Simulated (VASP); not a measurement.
Here is a VASP 6.6.1 calculation.

File POSCAR:

```
BaTe
1.0
    0.0000000000      3.5323868409      3.5323868409
    3.5323868409      0.0000000000      3.5323868409
    3.5323868409      3.5323868409      0.0000000000
Ba Te
1 1
Direct
    0.0000000000      0.0000000000      0.0000000000
    0.5000000000      0.5000000000      0.5000000000
```

INCAR.step1

```
PREC = Accurate ; ENCUT = 520
EDIFF = 1E-5 ; ISMEAR = 0
SIGMA = 0.01 ; LREAL = F
LASPH = T ; NELM = 100
ALGO = Normal ; ISIF = 2
LWAVE = T ; LCHARG = F
GGA = PE ; NBANDS = 15
```

File INCAR.step2:

```
PREC = Accurate ; ENCUT = 520
EDIFF = 1E-6 ; ISMEAR = 0
SIGMA = 0.01 ; LREAL = F
LASPH = T ; NELM = 100
ALGO = Normal ; ISIF = 2
LWAVE = F ; LCHARG = F
GGA = PE ; LHFCALC = T
HFSCREEN = 0.2079 ; PRECFOCK = Normal
ISTART = 1 ; NBANDS = 15
```

The input KPOINTS:

```
Automatic mesh
0
Gamma
  4 4 4
```

Potentials or basis: VASP PAW PBE potentials, release 64 (Ba_sv, Te).

The run is started by

```console
$ cat potpaw_PBE.64/Ba_sv/POTCAR potpaw_PBE.64/Te/POTCAR > POTCAR
$ cp INCAR.step1 INCAR
$ mpirun -np 1 vasp_std > vasp.out
$ cp INCAR.step2 INCAR
$ mpirun -np 1 vasp_std > vasp.out
```

Q: What does it give for the band gap on the k mesh?

A: 2.30 eV (least direct gap 2.73 eV).

Q: What does it give for the pressure?

A: 0.0 GPa.

Caveat: the PAW data sets were made with another functional, which shifts forces and pressure a little; spin-orbit coupling is left out, which moves the levels of the heavy elements. A k mesh can miss the band edges.
